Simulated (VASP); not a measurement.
# Au (Fm-3m) in VASP: a series of runs

Au is run at these levels: PBEsol; tasks: single point.

All numbers are computed with VASP 6.6.1; they aren't measurements. Logs are shortened: lines on timing, memory, paths and dates and some standing lists are left out, and cuts for length are marked.

### 1 The cell of the first run

It takes space group Fm-3m (No. 225, cubic). Conventional cell: a = 3.519 Å, b = 3.519 Å, c = 3.519 Å, α = 90.00°, β = 90.00°, γ = 90.00°. Au (site symmetry m-3m) has 12 Au at 2.49 Å within 3.3 Å.

### 2 Single point, PBEsol (volume scaled by 0.64)

File INCAR:

```
SYSTEM = Au
PREC     = Accurate       ! precision mode
ENCUT    = 520            ! plane-wave cutoff, eV
EDIFF    = 1E-7           ! SCF threshold, eV
ISMEAR   = -1             ! smearing method
SIGMA    = 0.08           ! smearing width, eV
LREAL    = .False.        ! projectors in reciprocal space
LASPH    = .True.         ! aspherical terms in the spheres
NELM     = 80             ! most SCF steps
ALGO     = Normal         ! electronic algorithm
ISIF     = 2              ! what is computed and relaxed
LWAVE    = .False.        ! write WAVECAR
LCHARG   = .True.         ! write CHGCAR
GGA      = PS             ! functional
LELF     = .True.         ! ELF
LVHAR    = .True.       
NBANDS   = 12             ! bands
```

File KPOINTS:

```
regular mesh
0
Gamma
  18 18 18
  0 0 0
```

File POSCAR:

```
Au
1.0
    0.0000000000      1.7595786331      1.7595786331
    1.7595786331      0.0000000000      1.7595786331
    1.7595786331      1.7595786331      0.0000000000
Au
1
Direct
    0.0000000000      0.0000000000      0.0000000000
```

Potentials or basis: VASP PAW PBE potentials, release 64 (Au).

Command:

```bash
cat potpaw_PBE.64/Au/POTCAR > POTCAR
mpirun -np 1 vasp_std > vasp.out
```

OUTCAR:

```text
SYSTEM = Au
   PREC = Accurate
   ENCUT = 520
   EDIFF = 1E-7
   ISMEAR = -1
   LREAL = .False.
   LASPH = .True.
   NELM = 80
   ISIF = 2
   GGA = PS

 ion  position               nearest neighbor table
   1  0.000  0.000  0.000-

  LATTYP: Found a face centered cubic cell.
 ALAT       =     3.5191572662

  Lattice vectors:

 A1 = (   0.0000000000,   1.7595786331,   1.7595786331)
 A2 = (   1.7595786331,   0.0000000000,   1.7595786331)
 A3 = (   1.7595786331,   1.7595786331,   0.0000000000)

Analysis of symmetry for initial positions (statically):
[... 33 lines left out ...]
                                     Primitive cell

  volume of cell :      10.8957

  direct lattice vectors                    reciprocal lattice vectors
     0.000000000  1.759578633  1.759578633    -0.284158940  0.284158940  0.284158940
     1.759578633  0.000000000  1.759578633     0.284158940 -0.284158940  0.284158940
     1.759578633  1.759578633  0.000000000     0.284158940  0.284158940 -0.284158940

  length of vectors
     2.488419967  2.488419967  2.488419967     0.492177722  0.492177722  0.492177722

  position of ions in fractional coordinates (direct lattice)
     0.000000000  0.000000000  0.000000000

  ion indices of the primitive-cell ions
   primitive index   ion index
                 1           1

----------------------------------------------------------------------------------------

 KPOINTS: regular mesh

Automatic generation of k-mesh.
 Grid dimensions read from file:
 generate k-points for:   18   18   18

 Generating k-lattice:

  Cartesian coordinates                     Fractional coordinates (reciprocal lattice)
    -0.015786608  0.015786608  0.015786608     0.055555556  0.000000000  0.000000000
     0.015786608 -0.015786608  0.015786608     0.000000000  0.055555556  0.000000000
     0.015786608  0.015786608 -0.015786608     0.000000000  0.000000000  0.055555556

  Length of vectors
     0.027343207  0.027343207  0.027343207

  Shift w.r.t. Gamma in fractional coordinates (k-lattice)
     0.000000000  0.000000000  0.000000000

 Subroutine IBZKPT returns following result:
 ===========================================

 Found    195 irreducible k-points:

 Following reciprocal coordinates:
            Coordinates               Weight
  0.000000  0.000000  0.000000      1.000000
  0.055556  0.000000  0.000000      8.000000
  0.111111  0.000000  0.000000      8.000000
  0.166667  0.000000  0.000000      8.000000
  0.222222  0.000000  0.000000      8.000000
  0.277778  0.000000  0.000000      8.000000
[... 36 lines left out ...]
   NELM   =     80;   NELMIN=  2; NELMDL= -5     # of ELM steps
   EDIFF  = 0.1E-06   stopping-criterion for ELM
   LREAL  =      F    real-space projection
   EDIFFG = 0.1E-05   stopping-criterion for IOM
   NSW    =      0    number of steps for IOM
   IBRION =     -1    ionic relax: 0-MD 1-quasi-New 2-CG
   NFREE  =      0    steps in history (QN), initial steepest desc. (CG)
   ISIF   =      2    stress and relaxation
   ISYM   =      2    0-nonsym 1-usesym 2-fastsym
   POTIM  = 0.5000    time-step for ionic-motion
   TEBEG  =    0.0;   TEEND  =   0.0 temperature during run
   PSTRESS=    0.0 pullay stress
   NELECT =      11.0000    total number of electrons
   NUPDOWN=      -1.0000    fix difference up-down
   EMIN   =  10.00;   EMAX   =-10.00  energy-range for DOS
   EFERMI =   0.00;   METHOD = LEGACY
   ISMEAR =    -1;   SIGMA  =   0.08  broadening in eV -4-tet -1-fermi 0-gaus
   EFERMI_NEDOS =   21; number of points for ismear=-14 and -15
   IALGO  =     38    algorithm
   IMIX   =      4    mixing-type and parameters
     AMIX     =   0.40;   BMIX     =  1.00
     AMIX_MAG =   1.60;   BMIX_MAG =  1.00
  volume/ion in A,a.u.               =      10.90        73.53
  Fermi-wavevector in a.u.,A,eV,Ry     =   1.642305  3.103506 36.697150  2.697164
  Thomas-Fermi vector in A             =   2.732629
   LORBIT       =      0    0 simple, 1 ext, 2 COOP (PROOUT), +10 PAW based schemes
   GGA     = PS    functional components
   LHFCALC =     F    Hartree Fock is set to
   AEXX    =    0.0000 exact exchange contribution
   IVDW    =     0    specifies the selected vdW correction
   LEPSILON=     F    determine dielectric tensor
   LRPA    =     F    only Hartree local field effects (RPA)
 non-spin polarized calculation
  energy-cutoff  :      520.00
  volume of cell :       10.90
 maximum number of plane-waves:       304
   NGX =  9   NGY =  9   NGZ =  9

 number of electron      10.9999999 magnetization

 Free energy of the ion-electron system (eV)
  ---------------------------------------------------
  ext. energy  EPLUGINS =         0.00000000
  ---------------------------------------------------
  free energy    TOTEN  =        -0.71700972 eV

  energy without entropy =       -0.71089285  energy(sigma->0) =       -0.71395128

 E-fermi :  19.4688     XC(G=0): -15.6649

 val. band max:       19.4573217953   @ k =  -0.2778   0.2222   0.0000
 cond. band min:      19.4835640880   @ k =   0.5000   0.4444   0.0556
 fundamental gap:      0.0262422927
 Fermi energy:        19.4688463410

 k-point     1 :       0.0000    0.0000    0.0000
  band No.  band energies     occupation
      1       3.1703      2.00000
      2      10.8293      2.00000
      3      10.8293      2.00000
      4      10.8293      2.00000
      5      14.1076      2.00000
      6      14.1076      2.00000
      7      31.4624      0.00000
      8      38.2151      0.00000
      9      38.2151      0.00000
     10      38.2151      0.00000
     11      44.8097      0.00000
     12      54.9822      0.00000
[... 331 lines left out ...]
 k-point    24 :      -0.2222    0.0556    0.0000
  band No.  band energies     occupation
      1       5.7305      2.00000
      2      10.1995      2.00000
      3      11.3982      2.00000
      4      11.4856      2.00000
      5      13.7424      2.00000
      6      14.8255      2.00000
      7      32.1633      0.00000
      8      35.3427      0.00000
      9      41.6466      0.00000
     10      43.3596      0.00000
     11      44.0904      0.00000
     12      47.5216      0.00000

 [... further k-points ...]
[... 5 lines left out ...]
  --------------------------------------------------------------------------------------
  -------------------------------------------------------------------------------------
  Total       18.3453915     18.3453915     18.3453915      0.0000000      0.0000000     -0.0000000
  in kB     2697.6247126   2697.6247126   2697.6247126      0.0000000      0.0000000     -0.0000000
  external PRESSURE =    2697.6247126 kB  Pullay stress =       0.0000000 kB

 VOLUME and BASIS-vectors are now :
 -----------------------------------------------------------------------------
  energy-cutoff  :      520.00
  volume of cell :       10.90
      direct lattice vectors                 reciprocal lattice vectors
     0.000000000  1.759578633  1.759578633    -0.284158940  0.284158940  0.284158940
     1.759578633  0.000000000  1.759578633     0.284158940 -0.284158940  0.284158940
     1.759578633  1.759578633  0.000000000     0.284158940  0.284158940 -0.284158940

 POSITION                                       TOTAL-FORCE (eV/Angst)
 -----------------------------------------------------------------------------------
      0.00000      0.00000      0.00000         0.000000      0.000000     -0.000000
 -----------------------------------------------------------------------------------
    total drift:                                0.000000     -0.000000     -0.000000

  FREE ENERGIE OF THE ION-ELECTRON SYSTEM (eV)
  ---------------------------------------------------
  free  energy   TOTEN  =        -0.7170097166 eV

  energy  without entropy=       -0.7108928472  energy(sigma->0) =       -0.71395128
```

OSZICAR:

```text
N       E                     dE             d eps       ncg     rms          rms(c)
DAV:   1     0.557691391034E+02    0.55769E+02   -0.58698E+03  4804   0.865E+02
DAV:   2    -0.253146014212E+00   -0.56022E+02   -0.53880E+02  5632   0.215E+02
DAV:   3    -0.999194180499E+00   -0.74605E+00   -0.74561E+00  5664   0.226E+01
DAV:   4    -0.100098662850E+01   -0.17924E-02   -0.17924E-02  5728   0.128E+00
DAV:   5    -0.100099412196E+01   -0.74935E-05   -0.74925E-05  5776   0.740E-02    0.384E+01
DAV:   6    -0.802509226544E+00    0.19848E+00   -0.14723E-01  5388   0.357E+00    0.225E+01
DAV:   7    -0.720342011190E+00    0.82167E-01   -0.11826E-01  5492   0.311E+00    0.135E+00
DAV:   8    -0.716999943816E+00    0.33421E-02   -0.11497E-02  5416   0.107E+00    0.182E-01
DAV:   9    -0.717005366549E+00   -0.54227E-05   -0.48528E-05  5692   0.695E-02    0.244E-02
DAV:  10    -0.717009625657E+00   -0.42591E-05   -0.25730E-06  6000   0.104E-02    0.359E-03
DAV:  11    -0.717009716602E+00   -0.90945E-07   -0.96617E-08  5048   0.289E-03
   1 F= -.71700972E+00 E0= -.71395128E+00  d E =-.611687E-02
```

stdout:

```text
POSCAR found type information on POSCAR Au
 POSCAR found :  1 types and       1 ions
 scaLAPACK will be used
 -----------------------------------------------------------------------------
|                                                                             |
|                                                                             |
|     You enforced a specific xc type in the INCAR file but a different       |
|     I HOPE YOU KNOW WHAT YOU ARE DOING!                                     |
|                                                                             |
 -----------------------------------------------------------------------------

 LDA part: xc-table for (Slater+PW92), standard interpolation
 POSCAR, INCAR and KPOINTS ok, starting setup
 FFT: planning ... GRIDC
 FFT: planning ... GRID_SOFT
 FFT: planning ... GRID
 WAVECAR not read
 entering main loop
```

Run time: 19 s. Hardware: 1 thread of Intel Xeon Platinum 8488C (Sapphire Rapids), shared host; peak memory 0.14 GiB.

What came out:

* Free energy: -0.7170 eV
* Pressure: 269.8 GPa

Caveat: the PAW data sets were made with another functional, which shifts forces and pressure a little; spin-orbit coupling is left out, which moves the levels of the heavy elements.

(Continued in part 2 of 2.)
